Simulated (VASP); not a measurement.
The system is In4Sb.

```
In Sb
1.0
     5.06544    0.00000    0.00000
     0.00000    5.06544    0.00000
     0.00000    0.00000    5.06544
In Sb
4 1
Direct
  0.00000 0.50000 0.50000
  0.50000 0.00000 0.50000
  0.50000 0.50000 0.00000
  0.50000 0.50000 0.50000
  0.00000 0.00000 0.00000
```

The cell was built from a structure type or drawn by symmetry, and may not be a known phase.

| Property | Result |
| --- | --- |
| Program | VASP 6.6.1 |
| Task | relaxation of cell and atoms |
| Functional | PBE |
| Potentials or basis | VASP PAW PBE potentials, release 64 (In_d, Sb) |
| Cutoff | 600 eV |
| k mesh | 4 × 4 × 4 |
| Occupations | gaussian, width 0.1 eV |
| Spin | no spin polarisation |

At the start: pressure 16.3 GPa; volume 25.99 Å³/atom.

Question: Where does the relaxation end?

Answer: Over 4 steps the energy falls by 311.5 meV/atom and the volume is 34.15 Å³/atom (+31.4 %); space group Pm-3m (No. 221, to 0.1 Å) before and after.

Step by step:
```tsv
step	energy change (eV)	largest force (eV/Å)	pressure (GPa)	volume (Å³)
1	0.0000	0.0000	16.30	129.97
2	-1.4500	0.0000	-1.96	186.34
3	-1.5571	0.0000	0.20	169.31
4	-1.5576	0.0000	-0.07	170.73
```

Final structure:
```yaml
crystal:
  lattice:
    - [5.54756, 0.00000, 0.00000]
    - [0.00000, 5.54756, 0.00000]
    - [0.00000, 0.00000, 5.54756]
  atoms:
    - { symbol: In, position: [0.00000, 0.50000, 0.50000] }
    - { symbol: In, position: [0.50000, 0.00000, 0.50000] }
    - { symbol: In, position: [0.50000, 0.50000, 0.00000] }
    - { symbol: In, position: [0.50000, 0.50000, 0.50000] }
    - { symbol: Sb, position: [0.00000, 0.00000, 0.00000] }
```

Caveat: the volume moved by over 15 % at a fixed basis, so the end points are rough.
